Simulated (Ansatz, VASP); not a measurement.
**One calculation of Gd, two programs**

```
Gd
1.0
     3.63600    0.00000    0.00000
    -1.81800    3.14887    0.00000
     0.00000    0.00000    5.78260
Gd
2
Direct
  0.66667 0.33333 0.75000
  0.33333 0.66667 0.25000
```

Alike in both runs: task relaxation of cell and atoms; functional BLYP; dispersion D4; k mesh 8 × 8 × 5; occupations fermi-dirac, width 0.05 eV; collinear spin.

|  | VASP | Ansatz |
| --- | --- | --- |
| version | VASP 6.6.1 | Ansatz 0.2.0 |
| potentials or method | VASP PAW PBE potentials, release 64 (Gd) | Ansatz PAW |
| plane-wave cutoff (eV) | 600 | 420 |
| valence electrons in the cell | 36 | 36 |

|  | VASP | Ansatz | Ansatz less VASP |
| --- | --- | --- | --- |
| net moment per atom (μB) | 7.40 | 7.42 | +0.017 |
| size of the moment on the site where the two differ most (μB) | 6.91 | 7.22 | +0.308 |
| relaxed volume (Å³/atom) | 32.39 | 32.33 | -0.063 |
| relaxed length of the cell vector where the two differ most in proportion (Å) | 3.606 | 3.602 | -0.0039 |

VASP's potentials were made for PBE, not for BLYP. Site moments also hang on the region over which each program counts them.

Neither program's run includes spin-orbit coupling. Noted on Ansatz's run: the plane-wave basis is chosen anew once the cell has moved, so the energies of steps on either side of that aren't comparable.
